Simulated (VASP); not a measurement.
# Ti in VASP: single point with PBE

Aim: the single point of Ti with PBE.

Everything below comes from runs of VASP 6.6.1. Logs are shortened: lines on timing, memory, paths and dates and some standing lists are left out, and cuts for length are marked.

**1. The cell of the first run**

The typed cell holds 1 atom: a = 2.791 Å, b = 2.791 Å, c = 3.223 Å, α = 54.73°, β = 54.73°, γ = 70.53°.

**2. Single point, PBE**

Contents of INCAR:

```
SYSTEM = Ti
PREC = Accurate
ENCUT = 520
EDIFF = 1E-7
ISMEAR = 0
SIGMA = 0.15
LREAL = .False.
LASPH = .True.
NELM = 60
ALGO = Fast
ISIF = 2
LWAVE = .False.
LCHARG = .False.
GGA = PE
NBANDS = 12
```

Contents of KPOINTS:

```
regular mesh
0
Gamma
  22 22 22
  0 0 0
```

Contents of POSCAR:

```
Ti
1.0
    0.0000000000      2.2787126677      1.6110498561
    2.2787126677      0.0000000000      1.6110498561
    2.2787126677      2.2787126677      0.0000000000
Ti
1
Direct
    0.0000000000      0.0000000000      0.0000000000
```

Potentials or basis: VASP PAW PBE potentials, release 64 (Ti_sv).

The run is started by

```console
$ cat potpaw_PBE.64/Ti_sv/POTCAR > POTCAR
$ mpirun -np 1 vasp_std > vasp.out
```

OUTCAR:

```text
SYSTEM = Ti
   PREC = Accurate
   ENCUT = 520
   EDIFF = 1E-7
   ISMEAR = 0
   LREAL = .False.
   LASPH = .True.
   NELM = 60
   ISIF = 2
   GGA = PE

 ion  position               nearest neighbor table
   1  0.000  0.000  0.000-

  LATTYP: Found a body centered tetragonal cell.
 ALAT       =     3.2225863594
 C/A-ratio  =     0.9998489886

  Lattice vectors:

 A1 = (   0.0000000000,  -2.2787126677,  -1.6110498561)
 A2 = (   0.0000000000,   2.2787126677,  -1.6110498561)
 A3 = (   2.2787126677,   0.0000000000,   1.6110498561)

Analysis of symmetry for initial positions (statically):
=====================================================================
 Subroutine PRICEL returns:
 Original cell was already a primitive cell.

 Routine SETGRP: Setting up the symmetry group for a
 body centered tetragonal supercell.

 Subroutine GETGRP returns: Found 16 space group operations
 (whereof 16 operations were pure point group operations)
 out of a pool of 16 trial point group operations.

The static configuration has the point symmetry D_4h.

Analysis of symmetry for dynamics (positions and initial velocities):
=====================================================================
 Subroutine PRICEL returns:
 Original cell was already a primitive cell.

 Routine SETGRP: Setting up the symmetry group for a
 body centered tetragonal supercell.

 Subroutine GETGRP returns: Found 16 space group operations
 (whereof 16 operations were pure point group operations)
 out of a pool of 16 trial point group operations.

The dynamic configuration has the point symmetry D_4h.

 Subroutine INISYM returns: Found 16 space group operations
 (whereof 16 operations are pure point group operations),
 and found     1 'primitive' translations

----------------------------------------------------------------------------------------

                                     Primitive cell

  volume of cell :      16.7309

  direct lattice vectors                    reciprocal lattice vectors
     0.000000000  2.278712668  1.611049856    -0.219422136  0.219422136  0.310356627
     2.278712668  0.000000000  1.611049856     0.219422136 -0.219422136  0.310356627
     2.278712668  2.278712668  0.000000000     0.219422136  0.219422136 -0.310356627

  length of vectors
     2.790701177  2.790701177  3.222586359     0.438877413  0.438877413  0.438877413

  position of ions in fractional coordinates (direct lattice)
     0.000000000  0.000000000  0.000000000

  ion indices of the primitive-cell ions
   primitive index   ion index
                 1           1

----------------------------------------------------------------------------------------

 KPOINTS: regular mesh

Automatic generation of k-mesh.
 Grid dimensions read from file:
 generate k-points for:   22   22   22

 Generating k-lattice:

  Cartesian coordinates                     Fractional coordinates (reciprocal lattice)
    -0.009973733  0.009973733  0.014107119     0.045454545  0.000000000  0.000000000
     0.009973733 -0.009973733  0.014107119     0.000000000  0.045454545  0.000000000
     0.009973733  0.009973733 -0.014107119     0.000000000  0.000000000  0.045454545

  Length of vectors
     0.019948973  0.019948973  0.019948973

  Shift w.r.t. Gamma in fractional coordinates (k-lattice)
     0.000000000  0.000000000  0.000000000

 Subroutine IBZKPT returns following result:
 ===========================================

 Found    834 irreducible k-points:

 Following reciprocal coordinates:
            Coordinates               Weight
  0.000000  0.000000  0.000000      1.000000
  0.045455  0.000000  0.000000      8.000000
  0.090909  0.000000  0.000000      8.000000
  0.136364  0.000000  0.000000      8.000000
  0.181818  0.000000  0.000000      8.000000
  0.227273  0.000000  0.000000      8.000000
[... 16 lines left out ...]
  0.500000  0.045455  0.000000      8.000000
 -0.454545  0.045455  0.000000      8.000000
 [... further k-points ...]
   k-points           NKPTS =    834   k-points in BZ     NKDIM =    834   number of bands    NBANDS=     12
   number of dos      NEDOS =    301   number of ions     NIONS =      1
   total plane-waves  NPLWV =  13824
   dimension x,y,z NGX =    24 NGY =   24 NGZ =   24
   dimension x,y,z NGXF=    48 NGYF=   48 NGZF=   48
   ions per type =               1
   NGX,Y,Z   is equivalent  to a cutoff of  14.30, 14.30, 12.38 a.u.
   NGXF,Y,Z  is equivalent  to a cutoff of  28.59, 28.59, 24.76 a.u.
 SYSTEM =  Ti
   PREC   = accura    normal or accurate (medium, high low for compatibility)
   ISTART =      0    job   : 0-new  1-cont  2-samecut
   ICHARG =      2    charge: 1-file 2-atom 10-const
   ISPIN  =      1    spin polarized calculation?
   LNONCOLLINEAR =      F non collinear calculations
   LSORBIT =      F    spin-orbit coupling
   LASPH  =      T    aspherical Exc in radial PAW
   ENCUT  =  520.0 eV  38.22 Ry    6.18 a.u.   5.19  5.19  5.99*2*pi/ulx,y,z
   NELM   =     60;   NELMIN=  2; NELMDL= -5     # of ELM steps
   EDIFF  = 0.1E-06   stopping-criterion for ELM
   LREAL  =      F    real-space projection
   EDIFFG = 0.1E-05   stopping-criterion for IOM
   NSW    =      0    number of steps for IOM
   IBRION =     -1    ionic relax: 0-MD 1-quasi-New 2-CG
   NFREE  =      0    steps in history (QN), initial steepest desc. (CG)
   ISIF   =      2    stress and relaxation
   ISYM   =      2    0-nonsym 1-usesym 2-fastsym
   POTIM  = 0.5000    time-step for ionic-motion
   TEBEG  =    0.0;   TEEND  =   0.0 temperature during run
   PSTRESS=    0.0 pullay stress
   NELECT =      12.0000    total number of electrons
   NUPDOWN=      -1.0000    fix difference up-down
   EMIN   =  10.00;   EMAX   =-10.00  energy-range for DOS
   EFERMI =   0.00;   METHOD = LEGACY
   ISMEAR =     0;   SIGMA  =   0.15  broadening in eV -4-tet -1-fermi 0-gaus
   EFERMI_NEDOS =   21; number of points for ismear=-14 and -15
   IALGO  =     68    algorithm
   IMIX   =      4    mixing-type and parameters
     AMIX     =   0.40;   BMIX     =  1.00
     AMIX_MAG =   1.60;   BMIX_MAG =  1.00
  volume/ion in A,a.u.               =      16.73       112.91
  Fermi-wavevector in a.u.,A,eV,Ry     =   1.465421  2.769245 29.217967  2.147460
  Thomas-Fermi vector in A             =   2.581280
   LORBIT       =      0    0 simple, 1 ext, 2 COOP (PROOUT), +10 PAW based schemes
   GGA     = PE    functional components
   LHFCALC =     F    Hartree Fock is set to
   AEXX    =    0.0000 exact exchange contribution
   IVDW    =     0    specifies the selected vdW correction
   LEPSILON=     F    determine dielectric tensor
   LRPA    =     F    only Hartree local field effects (RPA)
 non-spin polarized calculation
 RMM-DIIS sequential band-by-band and
 Gauss-broadening in eV      SIGMA  =   0.15
  energy-cutoff  :      520.00
  volume of cell :       16.73
 maximum number of plane-waves:       466
 NGX is ok and might be reduce to    24
   NGX = 11   NGY = 11   NGZ = 11

 number of electron      11.9999998 magnetization

 Free energy of the ion-electron system (eV)
  ---------------------------------------------------
  ext. energy  EPLUGINS =         0.00000000
  ---------------------------------------------------
  free energy    TOTEN  =        -7.73258253 eV

  energy without entropy =       -7.70800294  energy(sigma->0) =       -7.72029274

 E-fermi :   8.4808     XC(G=0): -11.6704

 val. band max:        8.4740712831   @ k =  -0.3182   0.4091   0.2727
 cond. band min:       8.4808794155   @ k =  -0.3182   0.1364   0.0455
 fundamental gap:      0.0068081325
 Fermi energy:         8.4808169414

 k-point     1 :       0.0000    0.0000    0.0000
  band No.  band energies     occupation
      1     -47.9771      2.00000
      2     -23.7876      2.00000
      3     -23.7875      2.00000
      4     -23.7875      2.00000
      5       2.4474      2.00000
      6       9.5023      0.00000
      7       9.5034      0.00000
      8       9.5034      0.00000
      9      11.3421      0.00000
     10      11.3434      0.00000
     11      26.1591      0.00000
     12      26.1614      0.00000

 k-point     2 :       0.0455    0.0000    0.0000
  band No.  band energies     occupation
      1     -47.9740      2.00000
      2     -23.8036      2.00000
      3     -23.7924      2.00000
      4     -23.7877      2.00000
      5       2.5211      2.00000
      6       9.4683      0.00000
      7       9.4946      0.00000
      8       9.5570      0.00000
      9      11.3011      0.00000
     10      11.3444      0.00000
     11      26.0665      0.00000
     12      26.1804      0.00000

 k-point     3 :       0.0909    0.0000    0.0000
  band No.  band energies     occupation
      1     -47.9651      2.00000
      2     -23.8504      2.00000
      3     -23.8067      2.00000
      4     -23.7880      2.00000
      5       2.7385      2.00000
      6       9.3689      0.00000
      7       9.4594      0.00000
      8       9.7173      0.00000
      9      11.1956      0.00000
     10      11.3511      0.00000
     11      25.7532      0.00000
     12      26.1180      0.00000
[... 286 lines left out ...]
 k-point    23 :       0.5000    0.0455    0.0000
  band No.  band energies     occupation
      1     -47.8221      2.00000
      2     -24.5406      2.00000
      3     -24.0302      2.00000
      4     -23.8041      2.00000
      5       5.9938      2.00000
      6       8.1077      1.99956
      7       9.5278      0.00000
      8      11.2531      0.00000
      9      11.9452      0.00000
     10      12.9456      0.00000
     11      17.6576      0.00000
     12      22.2252      0.00000

 k-point    24 :      -0.4545    0.0455    0.0000
  band No.  band energies     occupation
      1     -47.8253      2.00000
      2     -24.5261      2.00000
      3     -24.0255      2.00000
      4     -23.8040      2.00000
      5       5.9705      2.00000
      6       8.1329      1.99896
      7       9.4062      0.00000
      8      11.2548      0.00000
      9      11.8990      0.00000
     10      12.8484      0.00000
     11      17.9222      0.00000
     12      22.3164      0.00000

 [... further k-points ...]
[... 5 lines left out ...]
  --------------------------------------------------------------------------------------
  -------------------------------------------------------------------------------------
  Total        0.3338795      0.3338795      0.3335302      0.0000000     -0.0000000      0.0000000
  in kB       31.9729147     31.9729147     31.9394621      0.0000000     -0.0000000      0.0000000
  external PRESSURE =      31.9617638 kB  Pullay stress =       0.0000000 kB

 VOLUME and BASIS-vectors are now :
 -----------------------------------------------------------------------------
  energy-cutoff  :      520.00
  volume of cell :       16.73
      direct lattice vectors                 reciprocal lattice vectors
     0.000000000  2.278712668  1.611049856    -0.219422136  0.219422136  0.310356627
     2.278712668  0.000000000  1.611049856     0.219422136 -0.219422136  0.310356627
     2.278712668  2.278712668  0.000000000     0.219422136  0.219422136 -0.310356627

 POSITION                                       TOTAL-FORCE (eV/Angst)
 -----------------------------------------------------------------------------------
      0.00000      0.00000      0.00000        -0.000000      0.000000      0.000000
 -----------------------------------------------------------------------------------
    total drift:                               -0.000000      0.000000      0.000000

  FREE ENERGIE OF THE ION-ELECTRON SYSTEM (eV)
  ---------------------------------------------------
  free  energy   TOTEN  =        -7.7325825312 eV

  energy  without entropy=       -7.7080029406  energy(sigma->0) =       -7.72029274
```

Run time: 1.8 min. Hardware: 1 thread of Intel Xeon 6975P-C (Granite Rapids), shared host; peak memory 0.28 GiB.

Results:

| Item | Value |
| --- | --- |
| Free energy | -7.7326 eV |
| Pressure | 3.2 GPa |
| Band gap on the k mesh | zero (band 6 reaches 9.52 eV, above the bottom of band 7 at 7.85 eV) |
